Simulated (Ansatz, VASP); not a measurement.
# Two plane-wave programs on AlIn2N3

INCAR

```
SYSTEM = AlIn2N3
PREC = Accurate
ENCUT = 520
EDIFF = 1E-7
ISMEAR = 0
SIGMA = 0.1
LREAL = .False.
LASPH = .True.
NELM = 150
ALGO = Normal
ISIF = 2
LWAVE = .False.
LCHARG = .False.
ISPIN = 2
MAGMOM = 0 0 0 1 1 1
LORBIT = 11
GGA = PE
NBANDS = 35
```

File KPOINTS:

```
Automatic mesh
0
Gamma
  4 4 4
  0 0 0
```

Contents of POSCAR:

```
AlIn2N3
1.0
    4.8657916300      0.0000000000      0.0000000000
    0.0000000000      4.8657916300      0.0000000000
    0.0000000000      0.0000000000      4.7321345800
Al In N
1 2 3
Direct
    0.5000000000      0.5000000000      0.0000000000
    0.0000000000      0.0000000000      0.2422274000
    0.0000000000      0.0000000000      0.7577726000
    0.5000000000      0.5000000000      0.5000000000
    0.0000000000      0.5000000000      0.5000000000
    0.5000000000      0.0000000000      0.5000000000
```

Input for Ansatz:

```yaml
crystal:
  lattice:
    - [4.86579163, 0.0, 0.0]
    - [0.0, 4.86579163, 0.0]
    - [0.0, 0.0, 4.73213458]
  atoms:
    - { symbol: Al, position: [0.5, 0.5, 0.0] }
    - { symbol: In, position: [0.0, 0.0, 0.2422274] }
    - { symbol: In, position: [0.0, 0.0, 0.7577726] }
    - { symbol: "N", position: [0.5, 0.5, 0.5], spin: 1.0 }
    - { symbol: "N", position: [0.0, 0.5, 0.5], spin: 1.0 }
    - { symbol: "N", position: [0.5, 0.0, 0.5], spin: 1.0 }
basis:
  ecutwfc: 420
kpoints:
  mp_grid: { grid: [4, 4, 4] }
hamiltonian:
  xc: pbe
scf:
  occupations: { method: gaussian, width: 0.1 }
  lower_state_search: "off"
output:
  forces: true
  stress: true
  eigenvalues: true
  populations: true
magnetization:
  spin_polarized: true
```

Alike in both runs: task single point; functional PBE; k mesh 4 × 4 × 4; occupations gaussian, width 0.1 eV; collinear spin.

```csv
,VASP,Ansatz
version,VASP 6.6.1,Ansatz 0.2.0
potentials or method,"VASP PAW PBE potentials, release 64 (Al, In_d, N), cutoff 520 eV","scalar-relativistic, plane waves, PAW"
valence electrons in the cell,44,44
```

Ansatz gave:

```
gap on the k mesh at the Fermi level (eV)                     : none
pressure (GPa)                                                : -5.2
traceless stress, the component that is largest in VASP (GPa) : 20.43
rms of the force components (eV/Å)                            : 1.220
net moment per atom (μB)                                      : 0.09
size of the moment on the site where the two differ most (μB) : 0.42
```

Q: Which values does VASP return?

A: gap on the k mesh at the Fermi level (eV): none; pressure (GPa): -5.1; traceless stress, the component that is largest in VASP (GPa): 20.58; rms of the force components (eV/Å): 1.225; net moment per atom (μB): 0.08; size of the moment on the site where the two differ most (μB): 0.34.

Site moments also hang on the region over which each program counts them. Atom by atom the forces differ by 0.005 eV/Å (rms over components). A gap of «none» marks a metal or a gap that the smearing closes. Ansatz's warnings: seeded moment not kept.
